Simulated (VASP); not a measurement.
# BaS in VASP: further runs

The runs below take BaS through relaxation of cell and atoms, single point, with PBE.

Program: VASP 6.6.1. These are calculated values, not measurements. Logs are shortened: lines on timing, memory, paths and dates and some standing lists are left out, and cuts for length are marked.

## (1) The cell of the first run

The structure is cubic, space group Fm-3m (No. 225). Conventional cell: a = 6.434 Å, b = 6.434 Å, c = 6.434 Å, α = 90.00°, β = 90.00°, γ = 90.00°. Ba (site symmetry m-3m) has 6 S at 3.22 Å within 4.2 Å. S (site symmetry m-3m) has 6 Ba at 3.22 Å within 4.2 Å.

## (2) Relaxation of cell and atoms, PBE

The input, INCAR:

```
SYSTEM = BaS
PREC = Accurate
ENCUT = 600
EDIFF = 1E-6
ISMEAR = 0
SIGMA = 0.1
LREAL = .False.
LASPH = .True.
NELM = 60
ALGO = Normal
ISIF = 3
LWAVE = .False.
LCHARG = .False.
GGA = PE
IBRION = 2
NSW = 90
EDIFFG = -0.04
```

The input, KPOINTS:

```
Automatic mesh
0
Gamma
  6 6 6
  0 0 0
```

The input, POSCAR:

```
BaS
1.0
    0.0000000000      3.2169304288      3.2169304288
    3.2169304288      0.0000000000      3.2169304288
    3.2169304288      3.2169304288      0.0000000000
Ba S
1 1
Direct
    0.5000000000      0.5000000000      0.5000000000
    0.0000000000      0.0000000000      0.0000000000
```

Potentials or basis: VASP PAW PBE potentials, release 64 (Ba_sv, S).

Command:

```bash
cat potpaw_PBE.64/Ba_sv/POTCAR potpaw_PBE.64/S/POTCAR > POTCAR
mpirun -np 1 vasp_std > vasp.out
```

OUTCAR:

```text
SYSTEM = BaS
   PREC = Accurate
   ENCUT = 600
   EDIFF = 1E-6
   ISMEAR = 0
   LREAL = .False.
   LASPH = .True.
   NELM = 60
   ISIF = 3
   GGA = PE
   IBRION = 2
   NSW = 90
   EDIFFG = -0.04

 ion  position               nearest neighbor table
   1  0.500  0.500  0.500-   2 3.22   2 3.22   2 3.22   2 3.22   2 3.22   2 3.22
   2  0.000  0.000  0.000-   1 3.22   1 3.22   1 3.22   1 3.22   1 3.22   1 3.22

  LATTYP: Found a face centered cubic cell.
 ALAT       =     6.4338608576

  Lattice vectors:

 A1 = (   0.0000000000,   3.2169304288,   3.2169304288)
 A2 = (   3.2169304288,   0.0000000000,   3.2169304288)
 A3 = (   3.2169304288,   3.2169304288,   0.0000000000)

Analysis of symmetry for initial positions (statically):
=====================================================================
 Subroutine PRICEL returns:
 Original cell was already a primitive cell.

 Routine SETGRP: Setting up the symmetry group for a
 face centered cubic supercell.

 Subroutine GETGRP returns: Found 48 space group operations
 (whereof 48 operations were pure point group operations)
 out of a pool of 48 trial point group operations.

The static configuration has the point symmetry O_h .

Analysis of symmetry for dynamics (positions and initial velocities):
=====================================================================
 Subroutine PRICEL returns:
 Original cell was already a primitive cell.

 Routine SETGRP: Setting up the symmetry group for a
 face centered cubic supercell.

 Subroutine GETGRP returns: Found 48 space group operations
 (whereof 48 operations were pure point group operations)
 out of a pool of 48 trial point group operations.

The dynamic configuration has the point symmetry O_h .

 Subroutine INISYM returns: Found 48 space group operations
 (whereof 48 operations are pure point group operations),
 and found     1 'primitive' translations

----------------------------------------------------------------------------------------

                                     Primitive cell

  volume of cell :      66.5817

  direct lattice vectors                    reciprocal lattice vectors
[... 140 lines left out ...]
 -----------------------------------------------------------------------------
  energy-cutoff  :      600.00
  volume of cell :       66.58
      direct lattice vectors                 reciprocal lattice vectors
     0.000000000  3.216930429  3.216930429    -0.155427670  0.155427670  0.155427670
     3.216930429  0.000000000  3.216930429     0.155427670 -0.155427670  0.155427670
     3.216930429  3.216930429  0.000000000     0.155427670  0.155427670 -0.155427670

 POSITION                                       TOTAL-FORCE (eV/Angst)
 -----------------------------------------------------------------------------------
      3.21693      3.21693      3.21693         0.000000      0.000000      0.000000
      0.00000      0.00000      0.00000        -0.000000     -0.000000     -0.000000
 -----------------------------------------------------------------------------------
    total drift:                                0.000000      0.000000      0.000000

  FREE ENERGIE OF THE ION-ELECTRON SYSTEM (eV)
  ---------------------------------------------------
  free  energy   TOTEN  =       -10.1934952893 eV

  energy  without entropy=      -10.1934952893  energy(sigma->0) =      -10.19349529

--------------------------------------- Ionic step        2  -------------------------------------------

 number of electron      16.0000001 magnetization

 Free energy of the ion-electron system (eV)
  ---------------------------------------------------
  ext. energy  EPLUGINS =         0.00000000
  ---------------------------------------------------
  free energy    TOTEN  =       -10.19443259 eV

  energy without entropy =      -10.19443259  energy(sigma->0) =      -10.19443259

 E-fermi :   1.7955     XC(G=0):  -8.4802

 val. band max:        1.2749617632   @ k =   0.0000   0.0000   0.0000
 cond. band min:       3.4380110136   @ k =   0.5000   0.5000   0.0000
 fundamental gap:      2.1630492504
 Fermi energy:         1.7955059159

 k-point     1 :       0.0000    0.0000    0.0000
  band No.  band energies     occupation
      1     -24.9133      2.00000
      2      -9.9733      2.00000
      3      -9.9733      2.00000
      4      -9.9733      2.00000
      5      -9.0317      2.00000
      6       1.2750      2.00000
      7       1.2750      2.00000
      8       1.2750      2.00000
      9       4.7055      0.00000
     10       5.1359      0.00000
     11       5.1359      0.00000
     12       5.1359      0.00000
[... 211 lines left out ...]
 k-point    16 :      -0.3333    0.5000    0.1667
  band No.  band energies     occupation
      1     -24.8647      2.00000
      2     -10.3594      2.00000
      3     -10.3347      2.00000
      4     -10.2066      2.00000
      5      -8.5894      2.00000
      6       0.4146      2.00000
      7       0.7195      2.00000
      8       0.8791      2.00000
      9       4.4852      0.00000
     10       6.7208      0.00000
     11       7.2921      0.00000
     12       8.0711      0.00000

------------------------ aborting loop because EDIFF is reached ----------------------------------------

  FORCE on cell =-STRESS in cart. coord.  units (eV):
  Direction    XX          YY          ZZ          XY          YZ          ZX
  --------------------------------------------------------------------------------------
  -------------------------------------------------------------------------------------
  Total       -0.0497526     -0.0497526     -0.0497526      0.0000000      0.0000000      0.0000000
  in kB       -1.1810805     -1.1810805     -1.1810805      0.0000000      0.0000000      0.0000000
  external PRESSURE =      -1.1810805 kB  Pullay stress =       0.0000000 kB

 VOLUME and BASIS-vectors are now :
 -----------------------------------------------------------------------------
  energy-cutoff  :      600.00
  volume of cell :       67.49
      direct lattice vectors                 reciprocal lattice vectors
     0.000000000  3.231511204  3.231511204    -0.154726371  0.154726371  0.154726371
     3.231511204  0.000000000  3.231511204     0.154726371 -0.154726371  0.154726371
     3.231511204  3.231511204 -0.000000000     0.154726371  0.154726371 -0.154726371

 POSITION                                       TOTAL-FORCE (eV/Angst)
 -----------------------------------------------------------------------------------
      3.23151      3.23151      3.23151        -0.000000      0.000000     -0.000000
      6.46302      6.46302      6.46302         0.000000     -0.000000      0.000000
 -----------------------------------------------------------------------------------
    total drift:                                0.000000      0.000000      0.000000

  FREE ENERGIE OF THE ION-ELECTRON SYSTEM (eV)
  ---------------------------------------------------
  free  energy   TOTEN  =       -10.1944325875 eV

  energy  without entropy=      -10.1944325875  energy(sigma->0) =      -10.19443259

 reached required accuracy - stopping structural energy minimisation
```

OSZICAR:

```text
N       E                     dE             d eps       ncg     rms          rms(c)
DAV:   1     0.100475349305E+03    0.10048E+03   -0.73036E+03   384   0.125E+03
DAV:   2    -0.433488235885E+01   -0.10481E+03   -0.95723E+02   544   0.211E+02
DAV:   3    -0.105102502908E+02   -0.61754E+01   -0.61039E+01   508   0.581E+01
[... 14 lines left out ...]
DAV:   3    -0.101944063600E+02    0.28351E-02   -0.85516E-03   552   0.663E-01    0.141E-01
DAV:   4    -0.101943994316E+02    0.69284E-05   -0.32504E-04   576   0.137E-01    0.851E-02
DAV:   5    -0.101944314677E+02   -0.32036E-04   -0.12431E-04   612   0.788E-02    0.382E-02
DAV:   6    -0.101944324958E+02   -0.10281E-05   -0.81410E-06   544   0.238E-02    0.253E-03
DAV:   7    -0.101944325875E+02   -0.91733E-07   -0.54219E-07   288   0.620E-03
   2 F= -.10194433E+02 E0= -.10194433E+02  d E =-.937298E-03
```

CONTCAR:

```text
BaS
   1.00000000000000
     0.0000000000000000    3.2315112041009204    3.2315112041009204
     3.2315112041009204    0.0000000000000000    3.2315112041009204
     3.2315112041009204    3.2315112041009204   -0.0000000000000000
  Ba              S
     1     1
Direct
     0.5000000000000000    0.5000000000000000    0.5000000000000000
     1.0000000000000000    1.0000000000000000    1.0000000000000000

  0.00000000E+00  0.00000000E+00  0.00000000E+00
  0.00000000E+00  0.00000000E+00  0.00000000E+00
```

It took 20 s on 1 thread of Intel Xeon Platinum 8488C (Sapphire Rapids), shared host; peak memory 0.21 GiB.

What came out:

* Free energy: -10.1944 eV
* Relaxed volume: 33.75 Å³/atom
* Relaxed cell: a = 4.570 Å, b = 4.570 Å, c = 4.570 Å, α = 60.00°, β = 60.00°, γ = 60.00°
* Space group after relaxing (to 0.1 Å): Fm-3m (No. 225)
* Energy gained by relaxing: 0.5 meV/atom
* Ionic steps: 2
* Pressure after relaxing: -0.1 GPa
* Band gap on the k mesh: 2.16 eV (least direct gap 2.32 eV)

The path:
```
step  energy change (eV)  largest force (eV/Å)  pressure (GPa)  volume (Å³)
   1              0.0000                0.0000            0.45        66.58
   2             -0.0009                0.0000           -0.12        67.49
```

Final structure:
```
Ba S
1.0
     0.00000    3.23151    3.23151
     3.23151    0.00000    3.23151
     3.23151    3.23151    0.00000
Ba S
1 1
Cartesian
  3.2315 3.2315 3.2315
  6.4630 6.4630 6.4630
```

Levels at points of the mesh, in eV from the valence-band top:
| k point | band 5 | band 6 | band 7 | band 8 | band 9 | band 10 | band 11 | band 12 |
| --- | --- | --- | --- | --- | --- | --- | --- | --- |
| (0.00, 0.00, 0.00) | -10.31 | 0.00 | 0.00 | 0.00 | 3.43 | 3.86 | 3.86 | 3.86 |
| (0.50, 0.00, 0.00) | -9.22 | -1.86 | -1.02 | -1.02 | 5.42 | 5.58 | 6.17 | 6.17 |
| (0.50, 0.50, 0.00) | -10.21 | -0.56 | -0.15 | -0.15 | 2.16 | 5.82 | 5.84 | 7.32 |

Caveat: spin-orbit coupling is left out, which moves the levels of the heavy elements.

## (3) Relaxation of cell and atoms, PBE

The input, INCAR:

```
SYSTEM = BaS
PREC = Accurate
ENCUT = 600
EDIFF = 1E-7
ISMEAR = 0
SIGMA = 0.02
LREAL = .False.
LASPH = .True.
NELM = 60
ALGO = Normal
ISIF = 3
LWAVE = .False.
LCHARG = .False.
GGA = PE
IBRION = 2
NSW = 100
EDIFFG = -0.01
```

The input, KPOINTS:

```
Automatic mesh
0
Gamma
  8 8 8
  0 0 0
```

POSCAR is that of step 2.

Potentials or basis: VASP PAW PBE potentials, release 64 (Ba_sv, S).

Command:

```bash
cat potpaw_PBE.64/Ba_sv/POTCAR potpaw_PBE.64/S/POTCAR > POTCAR
mpirun -np 1 vasp_std > vasp.out
```

Run time: 39 s. Hardware: 1 thread of Intel Xeon Platinum 8488C (Sapphire Rapids), shared host; peak memory 0.22 GiB.

The run converged. Its results:

- Free energy: -10.1946 eV
- Relaxed volume: 33.65 Å³/atom
- Relaxed cell: a = 4.566 Å, b = 4.566 Å, c = 4.566 Å, α = 60.00°, β = 60.00°, γ = 60.00°
- Space group after relaxing (to 0.1 Å): Fm-3m (No. 225)
- Energy gained by relaxing: 0.5 meV/atom
- Ionic steps: 3
- Pressure after relaxing: 0.0 GPa
- Band gap on the k mesh: 2.16 eV (least direct gap 2.31 eV)

Step by step:
```csv
step,energy change (eV),largest force (eV/Å),pressure (GPa),volume (Å³)
1,0.0000,0.0000,0.45,66.58
2,-0.0009,0.0000,-0.12,67.49
3,-0.0010,0.0000,0.00,67.29
```

Final structure:
```xyz
2
Lattice="0.0000 3.2284 3.2284 3.2284 0.0000 3.2284 3.2284 3.2284 0.0000" Properties=species:S:1:pos:R:3 pbc="T T T"
Ba    3.2284    3.2284    3.2284
S     0.0000    0.0000    0.0000
```

Levels at points of the mesh, in eV from the valence-band top:
| k point | band 5 | band 6 | band 7 | band 8 | band 9 | band 10 | band 11 | band 12 |
| --- | --- | --- | --- | --- | --- | --- | --- | --- |
| (0.00, 0.00, 0.00) | -10.31 | 0.00 | 0.00 | 0.00 | 3.44 | 3.86 | 3.86 | 3.86 |
| (0.50, 0.00, 0.00) | -9.21 | -1.87 | -1.03 | -1.03 | 5.43 | 5.59 | 6.18 | 6.18 |
| (0.50, 0.50, 0.00) | -10.22 | -0.56 | -0.15 | -0.15 | 2.16 | 5.83 | 5.85 | 7.32 |

Caveat: spin-orbit coupling is left out, which moves the levels of the heavy elements.

## (4) Single point, PBE

This run uses another cell than the first one: it holds 4 atoms, not 2.

The input, INCAR:

```
SYSTEM = BaS
PREC = Accurate
ENCUT = 520
EDIFF = 1E-6
ISMEAR = 0
SIGMA = 0.1
LREAL = .FALSE.
LASPH = .TRUE.
NELM = 60
ALGO = Normal
ISIF = 2
LWAVE = .FALSE.
LCHARG = .FALSE.
GGA = PE
NBANDS = 24
```

The input, KPOINTS:

```
Automatic mesh
0
G
  4 4 4
  0 0 0
```

The input, POSCAR:

```
BaS
1.0
   -3.2157839326     -0.0003349506     -3.2184398441
   -3.2164057249     -3.2187112735      0.0003479752
   -6.4265953041      3.2118544009      3.2136628986
Ba S
2 2
Direct
    0.2501107458      0.2500739327      0.2501788600
    0.7501074895      0.7500571365      0.7502262522
    0.4999348354      0.4999490633      0.4997045744
    0.9998469294      0.9999198676      0.9998903134
```

Command:

```bash
cat potpaw_PBE.64/Ba_sv/POTCAR potpaw_PBE.64/S/POTCAR > POTCAR
mpirun -np 1 vasp_std > vasp.out
```

Run time: 95 s. Hardware: 1 thread of Intel Xeon Platinum 8488C (Sapphire Rapids), shared host; peak memory 0.32 GiB.

Results (log left out):

```yaml
Free_energy: -20.3825 eV
Pressure: 0.5 GPa
Largest_force: 0.011 eV/Å
Band_gap_on_the_k_mesh: 2.14 eV
```

Forces in eV/Å, atoms in the order of the input:
```
Ba   0.006 -0.001  0.000
Ba   0.008 -0.002 -0.002
S   -0.009  0.004  0.004
S   -0.005 -0.001 -0.001
```

Levels at points of the mesh, in eV from the valence-band top:
| k point | band 12 | band 13 | band 14 | band 15 | band 16 | band 17 | band 18 | band 19 | band 20 | band 21 |
| --- | --- | --- | --- | --- | --- | --- | --- | --- | --- | --- |
| (0.00, 0.00, 0.00) | -1.05 | -1.05 | 0.00 | 0.00 | 0.00 | 3.49 | 3.85 | 3.86 | 3.87 | 4.76 |
| (0.50, 0.00, 0.00) | -1.18 | -0.74 | -0.74 | -0.63 | -0.63 | 3.44 | 3.44 | 5.88 | 5.89 | 6.67 |
| (0.00, 0.50, 0.00) | -1.18 | -0.74 | -0.74 | -0.63 | -0.63 | 3.44 | 3.44 | 5.88 | 5.89 | 6.67 |
| (0.50, 0.50, 0.00) | -1.05 | -1.05 | -0.55 | -0.15 | -0.15 | 2.14 | 5.46 | 5.62 | 5.88 | 5.89 |
| (0.00, 0.00, 0.50) | -1.12 | -0.61 | -0.61 | -0.61 | -0.61 | 4.08 | 4.08 | 4.72 | 4.72 | 4.72 |
| (0.50, 0.00, 0.50) | -1.05 | -1.05 | -0.55 | -0.15 | -0.15 | 2.14 | 5.46 | 5.62 | 5.87 | 5.89 |
| (0.00, 0.50, 0.50) | -1.05 | -1.05 | -0.55 | -0.15 | -0.15 | 2.14 | 5.46 | 5.62 | 5.87 | 5.90 |
| (0.50, 0.50, 0.50) | -1.18 | -0.74 | -0.74 | -0.63 | -0.63 | 3.44 | 3.44 | 5.88 | 5.88 | 6.67 |

Caveat: spin-orbit coupling is left out, which moves the levels of the heavy elements. A k mesh can miss the band edges.

## (5) Overview

| task | cell | k mesh | cutoff (eV) | smearing | gap on the mesh (eV) | pressure (GPa) | relaxed volume (Å³/atom) |
| --- | --- | --- | --- | --- | --- | --- | --- |
| relaxation of cell and atoms | relaxed from a = 4.549 Å, angles 60.0°, 2 atoms, atomic positions A | 6 × 6 × 6 | 600 | gaussian 0.1 eV | 2.16 | -0.1 | 33.75 |
| relaxation of cell and atoms | relaxed from a = 4.549 Å, angles 60.0°, 2 atoms, atomic positions A | 8 × 8 × 8 | 600 | gaussian 0.02 eV | 2.16 | 0.0 | 33.65 |
| single point | a = 4.550, b = 4.550, c = 7.870 Å, angles 73.2, 73.2, 60.0°, 4 atoms, atomic positions B | 4 × 4 × 4 | 520 | gaussian 0.1 eV | 2.14 | 0.5 | - |

Alike in all rows: level PBE; potentials or basis VASP PAW PBE potentials, release 64 (Ba_sv, S); no spin polarisation.

Caveats: spin-orbit coupling is left out, which moves the levels of the heavy elements.

Total energies depend on the potentials used, so only differences within one code and one set of settings carry meaning.
